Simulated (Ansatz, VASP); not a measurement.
# Li2ZrO2 in VASP and in Ansatz

```
Li Zr O
1.0
     3.07283    0.00000    0.00000
    -1.53641    2.66115    0.00000
     0.00000    0.00000    5.93199
Li Zr O
2 1 2
Direct
  0.66667 0.33333 0.37298
  0.33333 0.66667 0.62702
  0.00000 0.00000 0.00000
  0.33333 0.66667 0.26835
  0.66667 0.33333 0.73165
```

Change from the starting cell: species swapped into the Li2MnO2 type (P-3m1, No. 164).

Alike in both runs: functional PBE; k mesh 12 × 12 × 6; occupations gaussian, width 0.1 eV; no spin polarisation.

Ansatz relaxed the structure, and its values are those at the end. VASP's run is a single point on that final structure, the one shown.

```csv
,VASP,Ansatz
version,VASP 6.6.1,Ansatz 0.2.0
potentials or method,"VASP PAW PBE potentials, release 64 (Li_sv, Zr_sv, O), cutoff 520 eV","scalar-relativistic, plane waves, PAW"
valence electrons in the cell,30,30
```

VASP gave:

- gap on the k mesh at the Fermi level (eV): none
- rms of the force components (eV/Å): 0.008

Q: Which values does Ansatz return?

A: gap on the k mesh at the Fermi level (eV): none; rms of the force components (eV/Å): 0.001.

A gap of «none» marks a metal or a gap that the smearing closes.

Noted on VASP's run: the cutoff is short for stress, so the pressure is rough.
